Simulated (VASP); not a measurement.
Write the native input for VASP 6.6.1 that does the following.

```
Task                   : single point
Functional             : PBE
Potentials or basis    : VASP PAW PBE potentials, release 64 (Cu, O)
Cutoff                 : 520 eV
k mesh                 : 8 × 8 × 5
Occupations            : fermi-dirac, width 0.1 eV
Spin                   : no spin polarisation
Dipole correction      : no
Further INCAR settings : ALGO = Normal; EDIFF = 1e-06; NBANDS = 25
```

The structure of CuO (Tenorite) lies in POSCAR:

```
CuO
1.0
    2.3418500000     -1.7113000000      0.0000000000
    2.3418500000      1.7113000000      0.0000000000
   -0.8500270000      0.0000000000      5.0578690000
Cu O
2 2
Direct
    0.0000000000      0.5000000000      0.0000000000
    0.5000000000      0.0000000000      0.5000000000
    0.5816000000      0.4184000000      0.2500000000
    0.4184000000      0.5816000000      0.7500000000
```

One way to write it, as run:

INCAR

```
SYSTEM = CuO
ALGO     = Normal         ! electronic algorithm
EDIFF    = 1E-6           ! SCF threshold, eV
ENCUT    = 520            ! plane-wave cutoff, eV
GGA      = PE             ! functional
ISIF     = 2              ! what is computed and relaxed
ISMEAR   = -1             ! smearing method
LASPH    = .TRUE.         ! aspherical terms in the spheres
LCHARG   = .FALSE.        ! write CHGCAR
LREAL    = .FALSE.        ! projectors in reciprocal space
LWAVE    = .FALSE.        ! write WAVECAR
NBANDS   = 25             ! bands
NELM     = 100            ! most SCF steps
PREC     = Accurate       ! precision mode
SIGMA    = 0.1            ! smearing width, eV
```

KPOINTS

```
k-points
0
G
  8 8 5
  0 0 0
```

Potentials or basis: VASP PAW PBE potentials, release 64 (Cu, O).

Launch:

```console
$ cat potpaw_PBE.64/Cu/POTCAR potpaw_PBE.64/O/POTCAR > POTCAR
$ mpirun -np 1 vasp_std > vasp.out
```

Results of the run:

The pressure is 6.6 GPa, the largest force is 0.218 eV/Å and the band gap on the k mesh is zero (band 17 reaches 5.93 eV, above the bottom of band 18 at 5.45 eV).

Caveat: semilocal functionals often make such compounds metallic where correlation or magnetic order opens a gap, which also shifts bond lengths.

Run time: 72 s on 1 thread of Intel(R) Xeon(R) Platinum 8375C CPU @ 2.90GHz (Ice Lake) (shared host), peak memory 0.21 GiB.
